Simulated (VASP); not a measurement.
# AlGa3N4 (Pm) in VASP: further runs

Runs on AlGa3N4. Level: r2SCAN. Tasks: single point.

Everything below comes from runs of VASP 6.6.1. Logs are shortened: lines on timing, memory, paths and dates and some standing lists are left out, and cuts for length are marked.

### 1 The cell of the first run

It takes space group Pm (No. 6, monoclinic). The conventional cell has a = 5.293 Å, b = 3.258 Å, c = 5.477 Å, α = 90.00°, β = 90.04°, γ = 90.00°. Al (site symmetry m) has 4 N at 1.90 to 1.95 Å within 2.5 Å. Ga (site symmetry m) has 4 N at 1.95 to 2.01 Å within 2.6 Å. Within 2.6 Å of Ga (site symmetry m) lie 4 N at 1.94 to 2.02 Å. Within 2.6 Å of Ga (site symmetry m) lie 4 N at 1.97 to 2.01 Å. N (site symmetry m) has 1 Al at 1.90 Å and 3 Ga at 1.99 to 2.01 Å within 2.5 Å. N (site symmetry m) has 2 Al at 1.95 Å and 2 Ga at 1.97 to 2.02 Å within 2.6 Å. N (site symmetry m) has 4 Ga at 1.94 to 2.01 Å within 2.6 Å. N (site symmetry m) has 3 Ga at 1.95 to 1.99 Å and 1 Al at 1.95 Å within 2.6 Å.

### 2 Single point, r2SCAN (strain +0.030 along x and y, +0.000 along z)

File POSCAR:

```
AlGa3N4
1.0
    5.2930878080      0.0000000000      0.0000171885
    0.0000000000      3.2583167355      0.0000000000
   -0.0038052100      0.0000000000      5.4769945779
Al Ga N
1 3 4
Direct
    0.0005828853      0.5000000000      0.6672982354
    0.4991712869      0.5000000000      0.3350606988
    0.4992511917      0.0000000000      0.8314570704
    0.9998609984      0.0000000000      0.1661913851
    0.1194130440      0.5000000000      0.3406010344
    0.1173310426      0.0000000000      0.8259310373
    0.6202395499      0.0000000000      0.1661937141
    0.6317500112      0.5000000000      0.6672678245
```

File INCAR.step1:

```
PREC = Accurate
ENCUT = 520
ISMEAR = 0
SIGMA = 0.05
LREAL = False
LASPH = True
NELM = 80
NBANDS = 41
GGA = PE
ALGO = Normal
EDIFF = 1E-4
LWAVE = True
LCHARG = False
```

File INCAR.step2:

```
PREC = Accurate
ENCUT = 520
EDIFF = 1E-6
ISMEAR = 0
SIGMA = 0.05
LREAL = False
LASPH = True
NELM = 80
ALGO = Normal
ISIF = 2
LWAVE = False
LCHARG = False
METAGGA = R2SCAN
LMIXTAU = True
NBANDS = 41
ISTART = 1
```

File KPOINTS:

```
Automatic mesh
0
Gamma
  6 8 4
```

Potentials or basis: VASP PAW PBE potentials, release 64 (Al, Ga_d, N).

Command:

```sh
$ cat potpaw_PBE.64/Al/POTCAR potpaw_PBE.64/Ga_d/POTCAR potpaw_PBE.64/N/POTCAR > POTCAR
$ cp INCAR.step1 INCAR
$ mpirun -np 1 vasp_std > vasp.out
$ cp INCAR.step2 INCAR
$ mpirun -np 1 vasp_std > vasp.out
```

OUTCAR:

```text
PREC = Accurate
   ENCUT = 520
   EDIFF = 1E-6
   ISMEAR = 0
   LREAL = False
   LASPH = True
   NELM = 80
   ISIF = 2
   METAGGA = R2SCAN
   ISTART = 1

 ion  position               nearest neighbor table
   1  0.001  0.500  0.667-   5 1.90   6 1.95   6 1.95   8 1.95
   2  0.499  0.500  0.335-   8 1.95   7 1.98   7 1.98   5 2.01
   3  0.499  0.000  0.831-   7 1.94   8 1.99   8 1.99   6 2.02
   4  1.000  0.000  0.166-   6 1.97   5 1.99   5 1.99   7 2.01
   5  0.119  0.500  0.341-   1 1.90   4 1.99   4 1.99   2 2.01
   6  0.117  0.000  0.826-   1 1.95   1 1.95   4 1.97   3 2.02
   7  0.620  0.000  0.166-   3 1.94   2 1.98   2 1.98   4 2.01
   8  0.632  0.500  0.667-   2 1.95   1 1.95   3 1.99   3 1.99

  LATTYP: Found a simple monoclinic cell.
 ALAT       =     5.2930878080
 B/A-ratio  =     0.6155795735
 C/A-ratio  =     1.0347449539
 COS(beta)  =    -0.0006915149

  Lattice vectors:

 A1 = (   5.2930878080,   0.0000000000,   0.0000171885)
 A2 = (   0.0000000000,   3.2583167355,   0.0000000000)
 A3 = (  -0.0038052100,   0.0000000000,   5.4769945779)

Analysis of symmetry for initial positions (statically):
=====================================================================
 Subroutine PRICEL returns:
 Original cell was already a primitive cell.

 Routine SETGRP: Setting up the symmetry group for a
 simple monoclinic supercell.

 Subroutine GETGRP returns: Found  2 space group operations
 (whereof  2 operations were pure point group operations)
 out of a pool of  4 trial point group operations.

The static configuration has the point symmetry C_1h.

Analysis of symmetry for dynamics (positions and initial velocities):
=====================================================================
 Subroutine PRICEL returns:
 Original cell was already a primitive cell.

 Routine SETGRP: Setting up the symmetry group for a
 simple monoclinic supercell.

 Subroutine GETGRP returns: Found  2 space group operations
 (whereof  2 operations were pure point group operations)
 out of a pool of  4 trial point group operations.

The dynamic configuration has the point symmetry C_1h.

 Subroutine INISYM returns: Found  2 space group operations
 (whereof  2 operations are pure point group operations),
 and found     1 'primitive' translations

----------------------------------------------------------------------------------------

                                     Primitive cell

  volume of cell :      94.4593

  direct lattice vectors                    reciprocal lattice vectors
     5.293087808  0.000000000  0.000017188     0.188925639  0.000000000  0.000131258
     0.000000000  3.258316735  0.000000000     0.000000000  0.306906934  0.000000000
    -0.003805210  0.000000000  5.476994578    -0.000000593  0.000000000  0.182581886

  length of vectors
     5.293087808  3.258316735  5.476995900     0.188925685  0.306906934  0.182581886

  position of ions in fractional coordinates (direct lattice)
     0.000582885  0.500000000  0.667298235
     0.499171287  0.500000000  0.335060699
     0.499251192  0.000000000  0.831457070
     0.999860998  0.000000000  0.166191385
     0.119413044  0.500000000  0.340601034
     0.117331043  0.000000000  0.825931037
     0.620239550  0.000000000  0.166193714
     0.631750011  0.500000000  0.667267825

  ion indices of the primitive-cell ions
   primitive index   ion index
                 1           1
                 2           2
                 3           3
                 4           4
                 5           5
                 6           6
                 7           7
                 8           8

----------------------------------------------------------------------------------------

 KPOINTS: Automatic mesh

Automatic generation of k-mesh.
 Grid dimensions read from file:
 generate k-points for:    6    8    4

 Generating k-lattice:

  Cartesian coordinates                     Fractional coordinates (reciprocal lattice)
     0.031487607  0.000000000  0.000021876     0.166666667  0.000000000 -0.000000000
     0.000000000  0.038363367  0.000000000     0.000000000  0.125000000  0.000000000
    -0.000000148  0.000000000  0.045645471     0.000000000  0.000000000  0.250000000

  Length of vectors
     0.031487614  0.038363367  0.045645471

  Shift w.r.t. Gamma in fractional coordinates (k-lattice)
     0.000000000  0.000000000  0.000000000

 Subroutine IBZKPT returns following result:
 ===========================================

 Found     70 irreducible k-points:

 Following reciprocal coordinates:
            Coordinates               Weight
  0.000000  0.000000  0.000000      1.000000
  0.166667  0.000000 -0.000000      2.000000
  0.333333  0.000000 -0.000000      2.000000
  0.500000  0.000000 -0.000000      1.000000
  0.000000  0.125000  0.000000      2.000000
  0.166667  0.125000 -0.000000      4.000000
[... 16 lines left out ...]
  0.333333  0.000000  0.250000      2.000000
  0.500000  0.000000  0.250000      2.000000
 [... further k-points ...]
   k-points           NKPTS =     70   k-points in BZ     NKDIM =     70   number of bands    NBANDS=     41
   number of dos      NEDOS =    301   number of ions     NIONS =      8
   total plane-waves  NPLWV =  40320
   dimension x,y,z NGX =    40 NGY =   24 NGZ =   42
   dimension x,y,z NGXF=    80 NGYF=   48 NGZF=   84
   ions per type =               1   3   4
   NGX,Y,Z   is equivalent  to a cutoff of  12.56, 12.25, 12.75 a.u.
   NGXF,Y,Z  is equivalent  to a cutoff of  25.13, 24.49, 25.50 a.u.
 SYSTEM =  unknown system
   PREC   = accura    normal or accurate (medium, high low for compatibility)
   ISTART =      1    job   : 0-new  1-cont  2-samecut
   ICHARG =      0    charge: 1-file 2-atom 10-const
   ISPIN  =      1    spin polarized calculation?
   LNONCOLLINEAR =      F non collinear calculations
   LSORBIT =      F    spin-orbit coupling
   LASPH  =      T    aspherical Exc in radial PAW
   ENCUT  =  520.0 eV  38.22 Ry    6.18 a.u.   9.84  6.06 10.18*2*pi/ulx,y,z
   NELM   =     80;   NELMIN=  2; NELMDL=  0     # of ELM steps
   EDIFF  = 0.1E-05   stopping-criterion for ELM
   LREAL  =      F    real-space projection
   EDIFFG = 0.1E-04   stopping-criterion for IOM
   NSW    =      0    number of steps for IOM
   IBRION =     -1    ionic relax: 0-MD 1-quasi-New 2-CG
   NFREE  =      0    steps in history (QN), initial steepest desc. (CG)
   ISIF   =      2    stress and relaxation
   ISYM   =      2    0-nonsym 1-usesym 2-fastsym
   POTIM  = 0.5000    time-step for ionic-motion
   TEBEG  =    0.0;   TEEND  =   0.0 temperature during run
   PSTRESS=    0.0 pullay stress
   NELECT =      62.0000    total number of electrons
   NUPDOWN=      -1.0000    fix difference up-down
   EMIN   =  10.00;   EMAX   =-10.00  energy-range for DOS
   EFERMI =   0.00;   METHOD = LEGACY
   ISMEAR =     0;   SIGMA  =   0.05  broadening in eV -4-tet -1-fermi 0-gaus
   EFERMI_NEDOS =   21; number of points for ismear=-14 and -15
   IALGO  =     38    algorithm
   IMIX   =      4    mixing-type and parameters
     AMIX     =   0.40;   BMIX     =  1.00
     AMIX_MAG =   1.60;   BMIX_MAG =  1.00
  volume/ion in A,a.u.               =      11.81        79.68
  Fermi-wavevector in a.u.,A,eV,Ry     =   1.422734  2.688578 27.540547  2.024173
  Thomas-Fermi vector in A             =   2.543407
   LORBIT       =      0    0 simple, 1 ext, 2 COOP (PROOUT), +10 PAW based schemes
   METAGGA = R2SCAN    functional components
   LHFCALC =     F    Hartree Fock is set to
   AEXX    =    0.0000 exact exchange contribution
   IVDW    =     0    specifies the selected vdW correction
   LEPSILON=     F    determine dielectric tensor
   LRPA    =     F    only Hartree local field effects (RPA)
 non-spin polarized calculation
 Gauss-broadening in eV      SIGMA  =   0.05
  energy-cutoff  :      520.00
  volume of cell :       94.46
 maximum number of plane-waves:      2580
   NGX = 19   NGY = 13   NGZ = 21

 number of electron      62.0000001 magnetization

 Free energy of the ion-electron system (eV)
  ---------------------------------------------------
  ext. energy  EPLUGINS =         0.00000000
  ---------------------------------------------------
  free energy    TOTEN  =       -84.71627708 eV

  energy without entropy =      -84.71627708  energy(sigma->0) =      -84.71627708

 E-fermi :   4.9808     XC(G=0): -12.0474

 val. band max:        4.7426856700   @ k =   0.0000   0.0000   0.0000
 cond. band min:       7.1240849518   @ k =   0.0000   0.0000   0.0000
 fundamental gap:      2.3813992818
 Fermi energy:         4.9807507218

 k-point     1 :       0.0000    0.0000    0.0000
  band No.  band energies     occupation
      1     -11.4729      2.00000
      2     -10.6395      2.00000
      3     -10.4310      2.00000
      4     -10.1910      2.00000
      5      -8.9485      2.00000
      6      -8.9382      2.00000
[... 33 lines left out ...]
     40      15.3823      0.00000
     41      15.4045      0.00000

 k-point     2 :       0.1667    0.0000   -0.0000
  band No.  band energies     occupation
      1     -11.3989      2.00000
      2     -10.6470      2.00000
      3     -10.4452      2.00000
      4     -10.1891      2.00000
      5      -8.9474      2.00000
      6      -8.9316      2.00000
[... 33 lines left out ...]
     40      15.3001      0.00000
     41      15.5587      0.00000

 k-point     3 :       0.3333    0.0000   -0.0000
  band No.  band energies     occupation
      1     -11.2035      2.00000
      2     -10.7139      2.00000
      3     -10.4700      2.00000
      4     -10.1817      2.00000
      5      -8.9449      2.00000
      6      -8.9318      2.00000
[... 875 lines left out ...]
      2     -10.6729      2.00000
      3     -10.4977      2.00000
      4     -10.2296      2.00000
      5      -8.9215      2.00000
      6      -8.9187      2.00000
[... 33 lines left out ...]
     40      15.3467      0.00000
     41      15.5225      0.00000

 k-point    24 :       0.5000    0.0000    0.2500
  band No.  band energies     occupation
      1     -10.9292      2.00000
      2     -10.7467      2.00000
      3     -10.5096      2.00000
      4     -10.2283      2.00000
      5      -8.9172      2.00000
      6      -8.9168      2.00000
[... 33 lines left out ...]
     40      15.2126      0.00000
     41      15.5376      0.00000

 [... further k-points ...]

------------------------ aborting loop because EDIFF is reached ----------------------------------------

  FORCE on cell =-STRESS in cart. coord.  units (eV):
  Direction    XX          YY          ZZ          XY          YZ          ZX
  --------------------------------------------------------------------------------------
  -------------------------------------------------------------------------------------
  Total       -7.6853656     -7.3049243     -2.1672595      0.0000000      0.0000000      0.0287054
  in kB     -130.3558134   -123.9029350    -36.7601093      0.0000000      0.0000000      0.4868882
  external PRESSURE =     -97.0062859 kB  Pullay stress =       0.0000000 kB

 VOLUME and BASIS-vectors are now :
 -----------------------------------------------------------------------------
  energy-cutoff  :      520.00
  volume of cell :       94.46
      direct lattice vectors                 reciprocal lattice vectors
     5.293087808  0.000000000  0.000017188     0.188925639  0.000000000  0.000131258
     0.000000000  3.258316735  0.000000000     0.000000000  0.306906934  0.000000000
    -0.003805210  0.000000000  5.476994578    -0.000000593  0.000000000  0.182581886

 POSITION                                       TOTAL-FORCE (eV/Angst)
 -----------------------------------------------------------------------------------
      0.00055      1.62916      3.65479        -0.132944      0.000000      0.161597
      2.64088      1.62916      1.83513        -0.112961      0.000000     -0.209421
      2.63942      0.00000      4.55389        -0.084212      0.000000     -0.184468
      5.29172      0.00000      0.91025        -0.120391      0.000000      0.200759
      0.63077      1.62916      1.86547         0.108028      0.000000     -0.173473
      0.61790      0.00000      4.52362         0.041169      0.000000     -0.290563
      3.28235      0.00000      0.91025         0.109150      0.000000      0.266951
      3.34137      1.62916      3.65463         0.192162      0.000000      0.228618
 -----------------------------------------------------------------------------------
    total drift:                               -0.090810      0.000000      0.004589

  FREE ENERGIE OF THE ION-ELECTRON SYSTEM (eV)
  ---------------------------------------------------
  free  energy   TOTEN  =       -84.7162770762 eV

  energy  without entropy=      -84.7162770762  energy(sigma->0) =      -84.71627708
```

Wall time 22 min (1 thread of Intel Xeon 8259CL, shared host); peak memory 0.35 GiB.

What came out:

| Item | Value |
| --- | --- |
| Free energy | -84.7163 eV |
| Pressure | -9.7 GPa |
| Largest force | 0.299 eV/Å |
| Band gap on the k mesh | 2.38 eV |

Forces in eV/Å, atoms in the order of the input:
```
Al  -0.133  0.000  0.162
Ga  -0.113  0.000 -0.209
Ga  -0.084  0.000 -0.184
Ga  -0.120  0.000  0.201
N    0.108  0.000 -0.173
N    0.041  0.000 -0.291
N    0.109  0.000  0.267
N    0.192  0.000  0.229
```

Caveat: the cell differs from its parent crystal (strain +0.030 along x and y, +0.000 along z); the stress differs along the axes, from -13 to -4 GPa; the PAW data sets were made with another functional, which shifts forces and pressure a little.

(Continued in part 2 of 2.)
